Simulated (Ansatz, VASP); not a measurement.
## One calculation of Ge, two programs

The input INCAR:

```
SYSTEM = Ge
ALGO = Normal
EDIFF = 1E-8
ENCUT = 520
GGA = PE
ISIF = 2
ISMEAR = -1
LASPH = .True.
LCHARG = .False.
LEFG = .True.
LREAL = .False.
LWAVE = .False.
NBANDS = 21
NELM = 60
PREC = Accurate
SIGMA = 0.05
```

Contents of KPOINTS:

```
k-points
0
Gamma
  10 10 10
  0 0 0
```

Contents of POSCAR:

```
Ge
1.0
   -0.0282877000      2.8146261500      2.8146261500
    2.8146261500     -0.0282877000      2.8146261500
    2.8146261500      2.8146261500     -0.0282877000
Ge
2
Direct
    0.5000000000      0.5000000000      0.5000000000
    0.7500000000      0.7500000000      0.7500000000
```

Input for Ansatz:

```yaml
crystal:
  lattice:
    - [-0.0282877, 2.81462615, 2.81462615]
    - [2.81462615, -0.0282877, 2.81462615]
    - [2.81462615, 2.81462615, -0.0282877]
  atoms:
    - { symbol: Ge, position: [0.5, 0.5, 0.5] }
    - { symbol: Ge, position: [0.75, 0.75, 0.75] }
kpoints:
  mp_grid: { grid: [10, 10, 10] }
scf:
  occupations: { method: fermi_dirac, width: 0.05 }
hamiltonian:
  xc: pbe
  pseudopotentials: { kind: all_electron, datasets: crystal }
output:
  forces: true
  stress: true
  eigenvalues: true
  efg: { contact_densities: true }
```

Change from the starting cell: equal xy, yz and zx shear strains of -1 %, crystal datasets.

Alike in both runs: task electric field gradients; functional PBE; k mesh 10 × 10 × 10; occupations fermi-dirac, width 0.05 eV; no spin polarisation.

```csv
,VASP,Ansatz
version,VASP 6.6.1,Ansatz 0.2.0
potentials or method,"VASP PAW PBE potentials, release 64 (Ge_d), cutoff 520 eV","all-electron PAW with datasets made for the crystal, scalar-relativistic"
```

Ansatz gave:

| Property | Result |
| --- | --- |
| pressure (GPa) | 3.7 |
| traceless stress, the component that is largest in VASP (GPa) | 0.87 |
| rms of the force components (eV/Å) | 0.098 |
| size of Vzz on the site where it differs most (V/Å²) | 9.7 |

Which values does VASP return?

Pressure (GPa): 3.6; traceless stress, the component that is largest in VASP (GPa): 0.87; rms of the force components (eV/Å): 0.098; size of Vzz on the site where it differs most (V/Å²): 9.9.

Atom by atom the forces differ by 0.000 eV/Å (rms over components). Ansatz ran all-electron here, and VASP with PAW potentials.
